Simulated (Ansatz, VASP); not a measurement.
**Two plane-wave programs on Ni**

```
CELL_PARAMETERS angstrom
0.00000 1.76910 1.76910
1.76910 0.00000 1.76910
3.53820 3.53820 0.00000
ATOMIC_POSITIONS crystal
Ni 0.00000 0.00000 0.00000
Ni 0.00000 0.00000 0.50000
```

Alike in both runs: task single point; functional r2SCAN; k mesh 14 × 14 × 7; occupations fermi-dirac, width 0.1 eV; collinear spin.

|  | VASP | Ansatz |
| --- | --- | --- |
| version | VASP 6.6.1 | Ansatz 0.2.0 |
| potentials or method | VASP PAW PBE potentials, release 64 (Ni), cutoff 520 eV | PAW, plane waves, scalar-relativistic |
| valence electrons in the cell | 20 | 36 |

|  | VASP | Ansatz | Ansatz less VASP |
| --- | --- | --- | --- |
| pressure (GPa) | -9.2 | -9.6 | -0.43 |
| net moment per atom (μB) | 0.74 | 0.76 | +0.014 |
| size of the moment on the site where the two differ most (μB) | 0.77 | 0.83 | +0.058 |

VASP's potentials were made for PBE, not for r2SCAN. Site moments also hang on the region over which each program counts them. VASP's potentials hold 20 valence electrons a cell and Ansatz's 36, so a difference there can come from the potentials and not from the codes. Ansatz's warnings: no starting moments.
